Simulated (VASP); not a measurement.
## Al: single point with PBEsol+D3(BJ)

The system is Al.

```xyz
1
Lattice="-1.5912 1.5912 1.5912 1.5912 -1.5912 1.5912 1.5912 1.5912 -1.5912" Properties=species:S:1:pos:R:3 pbc="T T T"
Al    0.0000    0.0000    0.0000
```

This isn't the form of Al at room conditions, which is fcc.

- Program: VASP 6.6.1
- Task: single point
- Functional: PBEsol
- Dispersion: D3(BJ)
- Potentials or basis: VASP PAW PBE potentials, release 64 (Al)
- Cutoff: 500 eV
- k mesh: 13 × 13 × 13
- Occupations: fermi-dirac, width 0.2 eV
- Spin: no spin polarisation
- Dipole correction: no
- Further INCAR settings: ALGO = Normal; EDIFF = 1e-06; NBANDS = 8

```
Pressure                   : -1.0 GPa
Band gap on the k mesh     : zero (an odd number of electrons rules out a gap without spin polarisation)
Dispersion energy per atom : -0.325 eV
```

Levels at points of the mesh, in eV from the Fermi level:
```tsv
k point	band 1	band 2	band 3	band 4
(0.00, 0.00, 0.00)	-11.30	13.37	13.37	13.37
```

Run time: 3.2 s on 1 thread of Intel(R) Xeon(R) Platinum 8481C CPU @ 2.70GHz (Sapphire Rapids), with other jobs on the host, peak memory 0.13 GiB.

Caveat: the PAW data sets were made with another functional, which shifts forces and pressure a little.
